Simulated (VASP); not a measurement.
Input of a VASP 6.6.1 run:

Contents of INCAR:

```
SYSTEM = SnSe
PREC = Accurate ; ENCUT = 520
EDIFF = 1E-7 ; ISMEAR = 0
SIGMA = 0.03 ; LREAL = .FALSE.
LASPH = .TRUE. ; NELM = 100
ALGO = Normal ; ISIF = 2
LWAVE = .FALSE. ; LCHARG = .FALSE.
GGA = PE ; IVDW = 12
NBANDS = 28
```

File KPOINTS:

```
Automatic mesh
0
G
  8 8 6
  0 0 0
```

Contents of POSCAR:

```
SnSe
1.0
    4.4226458712      0.0000000000      0.0000000000
    0.0000000000      4.4226458712      0.0000000000
    0.0000000000      0.0000000000      5.4416234799
Sn Se
2 2
Direct
    0.5000000000      0.0000000000      0.2201110030
    0.0000000000      0.5000000000      0.7798889970
    0.5000000000      0.0000000000      0.7499352227
    0.0000000000      0.5000000000      0.2500647773
```

Potentials or basis: VASP PAW PBE potentials, release 64 (Sn_d, Se).

Launch:

```console
$ cat potpaw_PBE.64/Sn_d/POTCAR potpaw_PBE.64/Se/POTCAR > POTCAR
$ mpirun -np 1 vasp_std > vasp.out
```

(1) Predict the dispersion energy per atom.

(2) Estimate the band gap on the k mesh.

Answers

(1) -0.362 eV.

(2) 0.01 eV (least direct gap 0.15 eV).

Caveat: semilocal functionals underestimate gaps, and a narrow one can read as zero; spin-orbit coupling is left out, which moves the levels of the heavy elements; forces of over 1 eV/Å act on the atoms, so gaps and moduli don't describe the material at rest.
